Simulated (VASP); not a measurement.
# NaH in VASP: a series of runs, part 2 of 2

VASP 6.6.1.

## Step 4: Single point, PBE (uniaxial x strain +2.5%)

INCAR

```
ALGO = Normal ; EDIFF = 1E-6
ENCUT = 520 ; GGA = PE
ISIF = 2 ; ISMEAR = 0
LASPH = T ; LCHARG = F
LREAL = F ; LWAVE = F
NBANDS = 11 ; NELM = 100
PREC = Accurate ; SIGMA = 0.01
```

KPOINTS

```
k-points
0
Gamma
  6 6 6
```

POSCAR

```
NaH
1.0
    0.0000000000      2.3975122873      2.3975122873
    2.4574500944      0.0000000000      2.3975122873
    2.4574500944      2.3975122873      0.0000000000
Na H
1 1
Direct
    0.0000000000      0.0000000000      0.0000000000
    0.5000000000      0.5000000000      0.5000000000
```

On the command line:

```sh
> cat potpaw_PBE.64/Na_pv/POTCAR potpaw_PBE.64/H/POTCAR > POTCAR
> mpirun -np 1 vasp_std > vasp.out
```

Run time: 10 s. Hardware: 1 thread of Intel Xeon 6975P-C (Granite Rapids), shared host; peak memory 0.14 GiB.

The run converged. Its results:

```yaml
Free_energy: -5.0865 eV
Pressure: 0.0 GPa
Band_gap_on_the_k_mesh: 3.78 eV, indirect (least direct gap 4.61 eV)
```

Stress tensor (GPa, compression positive):
```
-0.55  0.00  0.00
 0.00  0.21  0.00
 0.00  0.00  0.21
```

Levels at points of the mesh, in eV from the valence-band top:
```tsv
k point	band 1	band 2	band 3	band 4	band 5	band 6	band 7	band 8
(0.00, 0.00, 0.00)	-22.09	-22.08	-22.08	-3.59	10.42	15.53	15.66	15.66
(0.50, 0.00, 0.00)	-22.18	-22.10	-22.09	-0.84	3.78	10.78	13.21	13.58
(0.50, 0.50, 0.00)	-22.17	-22.12	-22.12	-0.12	4.75	9.97	10.57	10.60
(0.00, 0.50, 0.50)	-22.17	-22.11	-22.11	-0.24	4.47	10.21	10.89	10.89
```

Caveat: the cell differs from its parent crystal (uniaxial x strain +2.5%). A k mesh can miss the band edges.

## Step 5: Single point, PBE (strain along [111] +1.0%)

INCAR

```
ALGO     = Normal         # electronic algorithm
EDIFF    = 1E-6           # SCF threshold, eV
ENCUT    = 520            # plane-wave cutoff, eV
GGA      = PE             # functional
ISIF     = 2              # what is computed and relaxed
ISMEAR   = 0              # smearing method
LASPH    = T              # aspherical terms in the spheres
LCHARG   = T              # write CHGCAR
LELF     = T              # ELF
LREAL    = F              # projectors in reciprocal space
LVHAR    = T            
LWAVE    = F              # write WAVECAR
NBANDS   = 11             # bands
NELM     = 80             # most SCF steps
PREC     = Accurate       # precision mode
SIGMA    = 0.01           # smearing width, eV
```

KPOINTS is that of step 4.

POSCAR

```
NaH
1.0
    0.0159834152      2.4134957025      2.4134957025
    2.4134957025      0.0159834152      2.4134957025
    2.4134957025      2.4134957025      0.0159834152
Na H
1 1
Direct
    0.0000000000      0.0000000000      0.0000000000
    0.5000000000      0.5000000000      0.5000000000
```

On the command line:

```sh
> cat potpaw_PBE.64/Na_pv/POTCAR potpaw_PBE.64/H/POTCAR > POTCAR
> mpirun -np 1 vasp_std > vasp.out
```

Run time: 10 s. Hardware: 1 thread of Intel Xeon 6975P-C (Granite Rapids), shared host; peak memory 0.15 GiB.

Results (log left out):

- Free energy: -5.0869 eV
- Pressure: 0.3 GPa
- Band gap on the k mesh: 3.77 eV, indirect (least direct gap 4.63 eV)

Stress tensor (GPa, compression positive):
```
 0.28 -0.15 -0.15
-0.15  0.28 -0.15
-0.15 -0.15  0.28
```

Levels at points of the mesh, in eV from the valence-band top:
| k point | band 2 | band 3 | band 4 | band 5 | band 6 | band 7 |
| --- | --- | --- | --- | --- | --- | --- |
| (0.00, 0.00, 0.00) | -22.03 | -22.03 | -3.61 | 10.58 | 15.60 | 15.83 |
| (0.50, 0.00, 0.00) | -22.05 | -22.04 | -0.80 | 3.85 | 10.90 | 13.42 |
| (0.50, 0.50, 0.00) | -22.07 | -22.07 | -0.13 | 4.71 | 10.13 | 10.72 |
| (0.50, 0.50, 0.50) | -22.04 | -22.04 | -0.86 | 3.77 | 10.99 | 13.61 |

Caveat: the cell differs from its parent crystal (strain along [111] +1.0%).

## Step 6: Single point, PBE (shear xy strain +5.0%)

INCAR

```
PREC     = Accurate       # precision mode
ENCUT    = 520            # plane-wave cutoff, eV
EDIFF    = 1E-7           # SCF threshold, eV
ISMEAR   = 0              # smearing method
SIGMA    = 0.01           # smearing width, eV
LREAL    = F              # projectors in reciprocal space
LASPH    = T              # aspherical terms in the spheres
NELM     = 60             # most SCF steps
ALGO     = Normal         # electronic algorithm
ISIF     = 2              # what is computed and relaxed
LWAVE    = F              # write WAVECAR
LCHARG   = T              # write CHGCAR
GGA      = PE             # functional
LELF     = T              # ELF
LVHAR    = T            
NBANDS   = 11             # bands
```

KPOINTS

```
Automatic mesh
0
Gamma
  6 6 6
```

POSCAR

```
NaH
1.0
    0.0599378072      2.3975122873      2.3975122873
    2.3975122873      0.0599378072      2.3975122873
    2.4574500944      2.4574500944     -0.0000000001
Na H
1 1
Direct
    0.0000000000      0.0000000000      0.0000000000
    0.5000000000      0.5000000000      0.5000000000
```

Potentials or basis: VASP PAW PBE potentials, release 64 (Na_pv, H).

On the command line:

```sh
> cat potpaw_PBE.64/Na_pv/POTCAR potpaw_PBE.64/H/POTCAR > POTCAR
> mpirun -np 1 vasp_std > vasp.out
```

It took 15 s on 1 thread of Intel Xeon 6975P-C (Granite Rapids), shared host; peak memory 0.15 GiB.

Results (log left out):

```yaml
Free_energy: -5.0814 eV
Pressure: 0.5 GPa
Band_gap_on_the_k_mesh: 3.69 eV, indirect (least direct gap 4.62 eV)
```

Stress tensor (GPa, compression positive):
```
 0.56 -1.15  0.00
-1.15  0.56  0.00
 0.00  0.00  0.48
```

Levels at points of the mesh, in eV from the valence-band top:
```
           k point  band 2  band 3  band 4  band 5  band 6  band 7
(0.00, 0.00, 0.00)  -22.03  -22.03   -3.65   10.64   15.24   15.87
(0.50, 0.00, 0.00)  -22.05  -22.04   -0.72    3.99   10.80   13.12
(0.50, 0.50, 0.00)  -22.07  -22.06   -0.15    4.72   10.06   10.24
(0.00, 0.00, 0.50)  -22.05  -22.04   -0.94    3.69   11.16   13.56
(0.50, 0.00, 0.50)  -22.06  -22.06   -0.13    4.73   10.16   10.86
```

Caveat: the cell differs from its parent crystal (shear xy strain +5.0%). A k mesh can miss the band edges.

## Step 7: Overview

| cell | gap on the mesh (eV) | pressure (GPa) |
| --- | --- | --- |
| a = 3.391 Å, angles 60.0°, 2 atoms | 3.85 | 0.5 |
| a = 3.560 Å, angles 60.0°, 2 atoms | 3.60 | -2.3 |
| a = 3.391, b = 3.433, c = 3.433 Å, angles 59.2, 60.4, 60.4°, 2 atoms | 3.78 | 0.0 |
| a = 3.413 Å, angles 59.6°, 2 atoms | 3.77 | 0.3 |
| a = 3.391, b = 3.391, c = 3.475 Å, angles 59.2, 59.2, 58.3°, 2 atoms | 3.69 | 0.5 |

Alike in all rows: task single point; level PBE; potentials or basis VASP PAW PBE potentials, release 64 (Na_pv, H); no spin polarisation; k mesh 6 × 6 × 6; cutoff (eV) 520; smearing gaussian 0.01 eV.

Absolute energies hang on the potentials; compare differences alone.
